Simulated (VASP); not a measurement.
# ZnS (P6_3/mmc) in VASP: notebook

ZnS is run at these levels: PBE; tasks: single point.

Everything below comes from runs of VASP 6.6.1. Logs are shortened: lines on timing, memory, paths and dates and some standing lists are left out, and cuts for length are marked.

## Step 1: The cell of the first run

The structure is hexagonal, space group P6_3/mmc (No. 194). The conventional cell has a = 3.893 Å, b = 3.893 Å, c = 5.888 Å, α = 90.00°, β = 90.00°, γ = 120.00°. Zn (site symmetry -6m2) has 5 S at 2.25 to 2.94 Å within 3.0 Å. Within 3.0 Å of S (site symmetry -6m2) lie 5 Zn at 2.25 to 2.94 Å.

## Step 2: Single point, PBE (19.32 Å³/atom)

The input, INCAR:

```
PREC = Accurate
ENCUT = 520
EDIFF = 1E-7
ISMEAR = 0
SIGMA = 0.01
LREAL = F
LASPH = T
NELM = 80
ALGO = Normal
ISIF = 2
LWAVE = F
LCHARG = F
GGA = PE
NBANDS = 26
```

The input, KPOINTS:

```
Automatic mesh
0
Gamma
  6 6 4
```

The input, POSCAR:

```
ZnS
1.0
    3.8931599615      0.0000000000      0.0000000000
   -1.9465799808      3.3715754277      0.0000000000
    0.0000000000      0.0000000000      5.8884286643
Zn S
2 2
Direct
    0.3333333333      0.6666666667      0.2500000000
    0.6666666667      0.3333333333      0.7500000000
    0.6666666667      0.3333333333      0.2500000000
    0.3333333333      0.6666666667      0.7500000000
```

Potentials or basis: VASP PAW PBE potentials, release 64 (Zn, S).

Run with:

```console
cat potpaw_PBE.64/Zn/POTCAR potpaw_PBE.64/S/POTCAR > POTCAR
mpirun -np 1 vasp_std > vasp.out
```

OUTCAR:

```text
PREC = Accurate
   ENCUT = 520
   EDIFF = 1E-7
   ISMEAR = 0
   LREAL = F
   LASPH = T
   NELM = 80
   ISIF = 2
   GGA = PE

 ion  position               nearest neighbor table
   1  0.333  0.667  0.250-   3 2.25   3 2.25   3 2.25
   2  0.667  0.333  0.750-   4 2.25   4 2.25   4 2.25
   3  0.667  0.333  0.250-   1 2.25   1 2.25   1 2.25
   4  0.333  0.667  0.750-   2 2.25   2 2.25   2 2.25

  LATTYP: Found a hexagonal cell.
 ALAT       =     3.8931599615
 C/A-ratio  =     1.5125062218

  Lattice vectors:

 A1 = (   3.8931599615,   0.0000000000,   0.0000000000)
 A2 = (  -1.9465799808,   3.3715754277,   0.0000000000)
 A3 = (   0.0000000000,   0.0000000000,   5.8884286643)

Analysis of symmetry for initial positions (statically):
=====================================================================
 Subroutine PRICEL returns:
 Original cell was already a primitive cell.

 Routine SETGRP: Setting up the symmetry group for a
 hexagonal supercell.

 Subroutine GETGRP returns: Found 24 space group operations
 (whereof 12 operations were pure point group operations)
 out of a pool of 24 trial point group operations.

The static configuration has the point symmetry D_3d.
 The point group associated with its full space group is D_6h.

Analysis of symmetry for dynamics (positions and initial velocities):
=====================================================================
 Subroutine PRICEL returns:
 Original cell was already a primitive cell.

 Routine SETGRP: Setting up the symmetry group for a
 hexagonal supercell.

 Subroutine GETGRP returns: Found 24 space group operations
 (whereof 12 operations were pure point group operations)
 out of a pool of 24 trial point group operations.

The dynamic configuration has the point symmetry D_3d.
 The point group associated with its full space group is D_6h.

 Subroutine INISYM returns: Found 24 space group operations
 (whereof 12 operations are pure point group operations),
 and found     1 'primitive' translations

----------------------------------------------------------------------------------------

                                     Primitive cell

  volume of cell :      77.2920

  direct lattice vectors                    reciprocal lattice vectors
     3.893159961  0.000000000  0.000000000     0.256860753  0.148298625  0.000000000
    -1.946579981  3.371575428  0.000000000     0.000000000  0.296597250  0.000000000
     0.000000000  0.000000000  5.888428664     0.000000000  0.000000000  0.169824593

  length of vectors
     3.893159961  3.893159962  5.888428664     0.296597250  0.296597250  0.169824593

  position of ions in fractional coordinates (direct lattice)
     0.333333333  0.666666667  0.250000000
     0.666666667  0.333333333  0.750000000
     0.666666667  0.333333333  0.250000000
     0.333333333  0.666666667  0.750000000

  ion indices of the primitive-cell ions
   primitive index   ion index
                 1           1
                 2           2
                 3           3
                 4           4

----------------------------------------------------------------------------------------

 KPOINTS: Automatic mesh

Automatic generation of k-mesh.
 Grid dimensions read from file:
 generate k-points for:    6    6    4

 Generating k-lattice:

  Cartesian coordinates                     Fractional coordinates (reciprocal lattice)
     0.042810126  0.024716438  0.000000000     0.166666667  0.000000000  0.000000000
     0.000000000  0.049432875  0.000000000     0.000000000  0.166666667  0.000000000
     0.000000000  0.000000000  0.042456148     0.000000000  0.000000000  0.250000000

  Length of vectors
     0.049432875  0.049432875  0.042456148

  Shift w.r.t. Gamma in fractional coordinates (k-lattice)
     0.000000000  0.000000000  0.000000000

 Subroutine IBZKPT returns following result:
 ===========================================

 Found     21 irreducible k-points:

 Following reciprocal coordinates:
            Coordinates               Weight
  0.000000  0.000000  0.000000      1.000000
  0.166667 -0.000000  0.000000      6.000000
  0.333333 -0.000000  0.000000      6.000000
  0.500000  0.000000  0.000000      3.000000
  0.166667  0.166667  0.000000      6.000000
  0.333333  0.166667  0.000000     12.000000
[... 13 lines left out ...]
  0.333333  0.166667  0.500000     12.000000
  0.333333  0.333333  0.500000      2.000000
   k-points           NKPTS =     21   k-points in BZ     NKDIM =     21   number of bands    NBANDS=     26
   number of dos      NEDOS =    301   number of ions     NIONS =      4
   total plane-waves  NPLWV =  43200
   dimension x,y,z NGX =    30 NGY =   30 NGZ =   48
   dimension x,y,z NGXF=    60 NGYF=   60 NGZF=   96
   ions per type =               2   2
   NGX,Y,Z   is equivalent  to a cutoff of  12.81, 12.81, 13.55 a.u.
   NGXF,Y,Z  is equivalent  to a cutoff of  25.62, 25.62, 27.10 a.u.
 SYSTEM =  unknown system
   PREC   = accura    normal or accurate (medium, high low for compatibility)
   ISTART =      0    job   : 0-new  1-cont  2-samecut
   ICHARG =      2    charge: 1-file 2-atom 10-const
   ISPIN  =      1    spin polarized calculation?
   LNONCOLLINEAR =      F non collinear calculations
   LSORBIT =      F    spin-orbit coupling
   LASPH  =      T    aspherical Exc in radial PAW
   ENCUT  =  520.0 eV  38.22 Ry    6.18 a.u.   7.24  7.24 10.95*2*pi/ulx,y,z
   NELM   =     80;   NELMIN=  2; NELMDL= -5     # of ELM steps
   EDIFF  = 0.1E-06   stopping-criterion for ELM
   LREAL  =      F    real-space projection
   EDIFFG = 0.1E-05   stopping-criterion for IOM
   NSW    =      0    number of steps for IOM
   IBRION =     -1    ionic relax: 0-MD 1-quasi-New 2-CG
   NFREE  =      0    steps in history (QN), initial steepest desc. (CG)
   ISIF   =      2    stress and relaxation
   ISYM   =      2    0-nonsym 1-usesym 2-fastsym
   POTIM  = 0.5000    time-step for ionic-motion
   TEBEG  =    0.0;   TEEND  =   0.0 temperature during run
   PSTRESS=    0.0 pullay stress
   NELECT =      36.0000    total number of electrons
   NUPDOWN=      -1.0000    fix difference up-down
   EMIN   =  10.00;   EMAX   =-10.00  energy-range for DOS
   EFERMI =   0.00;   METHOD = LEGACY
   ISMEAR =     0;   SIGMA  =   0.01  broadening in eV -4-tet -1-fermi 0-gaus
   EFERMI_NEDOS =   21; number of points for ismear=-14 and -15
   IALGO  =     38    algorithm
   IMIX   =      4    mixing-type and parameters
     AMIX     =   0.40;   BMIX     =  1.00
     AMIX_MAG =   1.60;   BMIX_MAG =  1.00
  volume/ion in A,a.u.               =      19.32       130.40
  Fermi-wavevector in a.u.,A,eV,Ry     =   1.269007  2.398076 21.910547  1.610380
  Thomas-Fermi vector in A             =   2.402072
   LORBIT       =      0    0 simple, 1 ext, 2 COOP (PROOUT), +10 PAW based schemes
   GGA     = PE    functional components
   LHFCALC =     F    Hartree Fock is set to
   AEXX    =    0.0000 exact exchange contribution
   IVDW    =     0    specifies the selected vdW correction
   LEPSILON=     F    determine dielectric tensor
   LRPA    =     F    only Hartree local field effects (RPA)
 non-spin polarized calculation
 Gauss-broadening in eV      SIGMA  =   0.01
  energy-cutoff  :      520.00
  volume of cell :       77.29
 maximum number of plane-waves:      2109
 NGX is ok and might be reduce to    30
   NGX = 15   NGY = 15   NGZ = 21

 number of electron      35.9999990 magnetization

 Free energy of the ion-electron system (eV)
  ---------------------------------------------------
  ext. energy  EPLUGINS =         0.00000000
  ---------------------------------------------------
  free energy    TOTEN  =       -12.95341489 eV

  energy without entropy =      -12.95341489  energy(sigma->0) =      -12.95341489

 E-fermi :   2.4500     XC(G=0):  -9.7306

 val. band max:        2.4049697675   @ k =   0.0000   0.0000   0.0000
 cond. band min:       4.0756522155   @ k =   0.0000   0.0000   0.0000
 fundamental gap:      1.6706824480
 Fermi energy:         2.4499821837

 k-point     1 :       0.0000    0.0000    0.0000
  band No.  band energies     occupation
      1     -10.9921      2.00000
      2      -9.9666      2.00000
      3      -4.4105      2.00000
      4      -4.4105      2.00000
      5      -4.3788      2.00000
      6      -4.3788      2.00000
[... 18 lines left out ...]
     25      11.7060      0.00000
     26      11.8810      0.00000

 k-point     2 :       0.1667   -0.0000    0.0000
  band No.  band energies     occupation
      1     -10.8040      2.00000
      2      -9.8620      2.00000
      3      -4.4050      2.00000
      4      -4.3769      2.00000
      5      -4.3350      2.00000
      6      -4.2956      2.00000
[... 18 lines left out ...]
     25      10.3383      0.00000
     26      11.1142      0.00000

 k-point     3 :       0.3333   -0.0000    0.0000
  band No.  band energies     occupation
      1     -10.3472      2.00000
      2      -9.6797      2.00000
      3      -4.3424      2.00000
      4      -4.2592      2.00000
      5      -4.1613      2.00000
      6      -4.1127      2.00000
[... 18 lines left out ...]
     25      10.9984      0.00000
     26      11.5275      0.00000

 k-point     4 :       0.5000    0.0000    0.0000
  band No.  band energies     occupation
      1     -10.0251      2.00000
      2      -9.6501      2.00000
      3      -4.1882      2.00000
      4      -4.0943      2.00000
      5      -4.0622      2.00000
      6      -4.0077      2.00000
[... 18 lines left out ...]
     25      11.7833      0.00000
     26      12.6718      0.00000
[... 409 lines left out ...]
      1     -10.1058      2.00000
      2     -10.1058      2.00000
      3      -4.3752      2.00000
      4      -4.3752      2.00000
      5      -4.1806      2.00000
      6      -4.1806      2.00000
[... 18 lines left out ...]
     25      11.1572      0.00000
     26      11.1572      0.00000

 k-point    20 :       0.3333    0.1667    0.5000
  band No.  band energies     occupation
      1      -9.8212      2.00000
      2      -9.8212      2.00000
      3      -4.2301      2.00000
      4      -4.2301      2.00000
      5      -4.0199      2.00000
      6      -4.0199      2.00000
[... 18 lines left out ...]
     25      11.5894      0.00000
     26      11.5894      0.00000

 k-point    21 :       0.3333    0.3333    0.5000
  band No.  band energies     occupation
      1      -9.7229      2.00000
      2      -9.7229      2.00000
      3      -4.1427      2.00000
      4      -4.1427      2.00000
      5      -4.0204      2.00000
      6      -4.0204      2.00000
[... 18 lines left out ...]
     25      11.6178      0.00000
     26      11.6178      0.00000

------------------------ aborting loop because EDIFF is reached ----------------------------------------

  FORCE on cell =-STRESS in cart. coord.  units (eV):
  Direction    XX          YY          ZZ          XY          YZ          ZX
  --------------------------------------------------------------------------------------
  -------------------------------------------------------------------------------------
  Total        3.0463077      3.0463077      1.1032583     -0.0000000      0.0000000      0.0000000
  in kB       63.1465748     63.1465748     22.8693197     -0.0000000      0.0000000      0.0000000
  external PRESSURE =      49.7208231 kB  Pullay stress =       0.0000000 kB

 VOLUME and BASIS-vectors are now :
 -----------------------------------------------------------------------------
  energy-cutoff  :      520.00
  volume of cell :       77.29
      direct lattice vectors                 reciprocal lattice vectors
     3.893159961  0.000000000  0.000000000     0.256860753  0.148298625  0.000000000
    -1.946579981  3.371575428  0.000000000     0.000000000  0.296597250  0.000000000
     0.000000000  0.000000000  5.888428664     0.000000000  0.000000000  0.169824593

 POSITION                                       TOTAL-FORCE (eV/Angst)
 -----------------------------------------------------------------------------------
     -0.00000      2.24772      1.47211        -0.000000      0.000000      0.000000
      1.94658      1.12386      4.41632         0.000000     -0.000000      0.000000
      1.94658      1.12386      1.47211         0.000000      0.000000      0.000000
     -0.00000      2.24772      4.41632         0.000000     -0.000000      0.000000
 -----------------------------------------------------------------------------------
    total drift:                                0.000000     -0.000000      0.000000

  FREE ENERGIE OF THE ION-ELECTRON SYSTEM (eV)
  ---------------------------------------------------
  free  energy   TOTEN  =       -12.9534148873 eV

  energy  without entropy=      -12.9534148873  energy(sigma->0) =      -12.95341489
```

Wall time 72 s (1 thread of Intel Xeon 8259CL, shared host); peak memory 0.2 GiB.

Results:

* Free energy: -12.9534 eV
* Pressure: 5.0 GPa
* Band gap on the k mesh: 1.67 eV

Levels at points of the mesh, in eV from the valence-band top:
| k point | band 16 | band 17 | band 18 | band 19 | band 20 | band 21 |
| --- | --- | --- | --- | --- | --- | --- |
| (0.00, 0.00, 0.00) | -0.36 | -0.36 | 0.00 | 1.67 | 2.21 | 5.78 |
| (0.50, 0.00, 0.00) | -2.57 | -1.68 | -1.12 | 2.69 | 4.22 | 5.42 |
| (0.00, 0.00, 0.50) | -0.74 | -0.74 | -0.74 | 2.84 | 2.84 | 6.10 |
| (0.50, 0.00, 0.50) | -2.25 | -0.76 | -0.76 | 3.71 | 3.71 | 4.43 |

Caveat: the cell stands under pressure. A k mesh can miss the band edges.

(Part 1 of 2 ends here.)
